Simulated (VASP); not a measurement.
A run of VASP 6.6.1:

File INCAR:

```
PREC = Accurate ; ENCUT = 600
EDIFF = 1E-6 ; ISMEAR = 0
SIGMA = 0.1 ; LREAL = F
LASPH = T ; NELM = 100
ALGO = Normal ; ISIF = 3
LWAVE = F ; LCHARG = F
GGA = PE ; IBRION = 2
NSW = 90 ; EDIFFG = -0.04
```

The input KPOINTS:

```
Automatic mesh
0
Gamma
  6 6 2
```

The input POSCAR:

```
Ga3Se
1.0
    3.1594798257      0.0000000000      0.0000000000
    0.0000000000      3.1594798257      0.0000000000
    0.0000000000      0.0000000000      8.5448773008
Ga Se
3 1
Direct
    0.5000000000      0.5000000000      0.0000000000
    0.0000000000      0.0000000000      0.8086116638
    0.0000000000      0.0000000000      0.1913883362
    0.0000000000      0.0000000000      0.5000000000
```

Potentials or basis: VASP PAW PBE potentials, release 64 (Ga_d, Se).

Launch:

```bash
$ cat potpaw_PBE.64/Ga_d/POTCAR potpaw_PBE.64/Se/POTCAR > POTCAR
$ mpirun -np 1 vasp_std > vasp.out
```

Hardware: 1 thread of AMD EPYC 7R13 Processor (Zen 3), on a shared host.

Estimate the wall time of this run.

Run time: 4.4 min on 1 thread of AMD EPYC 7R13 Processor (Zen 3), with other jobs on the host, peak memory 0.22 GiB. Counts: scf iterations 66, k points 20, ion steps 7.
